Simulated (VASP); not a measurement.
Input of a VASP 6.6.1 run:

The input POSCAR:

```
SiF
1.0
    3.0286000000      0.0000000000      0.0000000000
    0.0000000000      3.0286000000      0.0000000000
    0.0000000000      0.0000000000      3.0286000000
Si F
1 1
Direct
    0.5000000000      0.5000000000      0.5000000000
    0.0000000000      0.0000000000      0.0000000000
```

File INCAR.step1:

```
SYSTEM = SiF
PREC = Accurate
ENCUT = 600
EDIFF = 1E-5
ISMEAR = -1
SIGMA = 0.05
LREAL = .FALSE.
LASPH = .TRUE.
NELM = 100
ALGO = Normal
LWAVE = .TRUE.
LCHARG = .FALSE.
GGA = PE
NBANDS = 12
```

The input INCAR.step2:

```
SYSTEM = SiF
PREC = Accurate
ENCUT = 600
EDIFF = 1E-7
ISMEAR = -1
SIGMA = 0.05
LREAL = .FALSE.
LASPH = .TRUE.
NELM = 100
ALGO = Normal
ISIF = 3
LWAVE = .FALSE.
LCHARG = .FALSE.
GGA = PE
LHFCALC = .TRUE.
AEXX = 0.25
PRECFOCK = Normal
IBRION = 2
NSW = 60
EDIFFG = -0.01
ISTART = 1
```

KPOINTS

```
regular mesh
0
G
  5 5 5
  0 0 0
```

Potentials or basis: VASP PAW PBE potentials, release 64 (Si, F).

Command:

```bash
$ cat potpaw_PBE.64/Si/POTCAR potpaw_PBE.64/F/POTCAR > POTCAR
$ cp INCAR.step1 INCAR
$ mpirun -np 1 vasp_std > vasp.out
$ cp INCAR.step2 INCAR
$ mpirun -np 1 vasp_std > vasp.out
```

Task: What does it give for the space group after relaxing (to 0.1 Å)?

Result: Pm-3m (No. 221).

Task: Estimate the relaxed volume.

Result: 13.47 Å³/atom.

Step by step:
```
step  energy change (eV)  largest force (eV/Å)  pressure (GPa)  volume (Å³)
   1              0.0000                0.0000           -2.45        27.78
   2             -0.0066                0.0000           -0.01        26.93
```

Caveat: the k points lie up to 0.42 Å⁻¹ apart in the final cell, too coarse for converged energies and pressures of a metal; the PAW data sets were made with another functional, which shifts forces and pressure a little; an odd number of electrons without spin polarisation forces a metal; a magnetic or distorted state may lie lower.
